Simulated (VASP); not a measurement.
The system is CaGaAs.

```xyz
3
Lattice="4.2801 0.0000 0.0000 -2.1401 3.7067 0.0000 0.0000 0.0000 4.2987" Properties=species:S:1:pos:R:3 pbc="T T T"
Ca    0.0000    0.0000    0.0000
Ga    2.1401    1.2356    2.1493
As    0.0000    2.4711    2.1493
```

The cell was generated, and may not be a known phase.

| Quantity | Value |
| --- | --- |
| Program | VASP 6.6.1 |
| Task | relaxation of cell and atoms |
| Functional | PBE |
| Potentials or basis | VASP PAW PBE potentials, release 64 (Ca_sv, Ga_d, As) |
| Cutoff | 600 eV |
| k mesh | 12 × 12 × 12 |
| Occupations | gaussian, width 0.1 eV |
| Spin | no spin polarisation |

At the start: pressure 3.7 GPa; volume 22.73 Å³/atom.

Question: Where does the relaxation end?

Answer: Over 6 steps the energy falls by 47.9 meV/atom and the volume is 23.76 Å³/atom (+4.5 %); space group P-6m2 (No. 187, to 0.1 Å) before and after.

The path:
```tsv
step	energy change (eV)	largest force (eV/Å)	pressure (GPa)	volume (Å³)
1	0.0000	0.0000	3.66	68.20
2	-0.1260	0.0000	-0.70	73.38
3	-0.1265	0.0000	-0.90	73.72
4	-0.1388	0.0000	-0.50	72.57
5	-0.1435	0.0000	-0.08	71.52
6	-0.1437	0.0000	0.04	71.27
```

Final structure:
```
CELL_PARAMETERS angstrom
4.48541 0.00000 0.00000
-2.24270 3.88448 0.00000
0.00000 0.00000 4.09022
ATOMIC_POSITIONS crystal
Ca 0.00000 0.00000 0.00000
Ga 0.66667 0.33333 0.50000
As 0.33333 0.66667 0.50000
```
